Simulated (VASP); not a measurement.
Set up this calculation in VASP 6.6.1, as the native input.

| Quantity | Value |
| --- | --- |
| Task | relaxation of cell and atoms |
| Functional | PBE |
| Potentials or basis | VASP PAW PBE potentials, release 64 (Zr_sv, In_d, S) |
| Cutoff | 600 eV |
| k mesh | 4 × 4 × 4 |
| Occupations | gaussian, width 0.1 eV |
| Spin | no spin polarisation |
| Dipole correction | no |
| Further INCAR settings | ALGO = Normal; EDIFF = 1e-06; IBRION = 2; EDIFFG = -0.04; NSW = 90; ISIF = 3 |

The structure of ZrIn2S2 lies in POSCAR:

```
ZrIn2S2
1.0
    2.0420755100     -7.5085714800      0.0000000000
    2.0420755100      7.5085714800      0.0000000000
    0.0000000000      0.0000000000      3.9590683500
Zr In S
1 2 2
Direct
    0.0000000000      0.0000000000      0.0000000000
    0.2010860400      0.7989139600      0.0000000000
    0.7989139600      0.2010860400      0.0000000000
    0.3634366800      0.6365633200      0.5000000000
    0.6365633200      0.3634366800      0.5000000000
```

The cell was built from a structure type or drawn by symmetry, and may not be a known phase.

These files were run (other wordings do the same):

INCAR

```
SYSTEM = ZrIn2S2
ALGO = Normal
EDIFF = 1E-6
EDIFFG = -0.04
ENCUT = 600
GGA = PE
IBRION = 2
ISIF = 3
ISMEAR = 0
LASPH = .TRUE.
LCHARG = .FALSE.
LREAL = .FALSE.
LWAVE = .FALSE.
NELM = 80
NSW = 90
PREC = Accurate
SIGMA = 0.1
```

KPOINTS

```
k-points
0
G
  4 4 4
  0 0 0
```

Potentials or basis: VASP PAW PBE potentials, release 64 (Zr_sv, In_d, S).

Launch:

```console
$ cat potpaw_PBE.64/Zr_sv/POTCAR potpaw_PBE.64/In_d/POTCAR potpaw_PBE.64/S/POTCAR > POTCAR
$ mpirun -np 1 vasp_std > vasp.out
```

It gave:

```yaml
Relaxed_volume: 22.42 Å³/atom
Relaxed_cell: a = 10.583 Å, b = 10.583 Å, c = 3.284 Å, α = 90.00°, β = 90.00°, γ = 162.25°
Space_group_after_relaxing_to_0.1_Å: Cmmm (No. 65)
Energy_gained_by_relaxing: 1135.9 meV/atom
Ionic_steps: 32
Pressure_after_relaxing: -0.1 GPa
Largest_force_after_relaxing: 0.025 eV/Å
Band_gap_on_the_k_mesh: zero (bands 25 and 26 overlap by 0.97 eV)
```

Caveat: the k points lie up to 0.49 Å⁻¹ apart in the final cell, too coarse for converged energies and pressures of a metal; a cell axis changed by over 15 % at a fixed basis, so the end point is rough; spin-orbit coupling is left out, which moves the levels of the heavy elements.

Run time: 45 min on 1 thread of Intel(R) Xeon(R) Platinum 8259CL CPU @ 2.50GHz (Skylake/Cascade Lake), with other jobs on the host, peak memory 0.45 GiB.
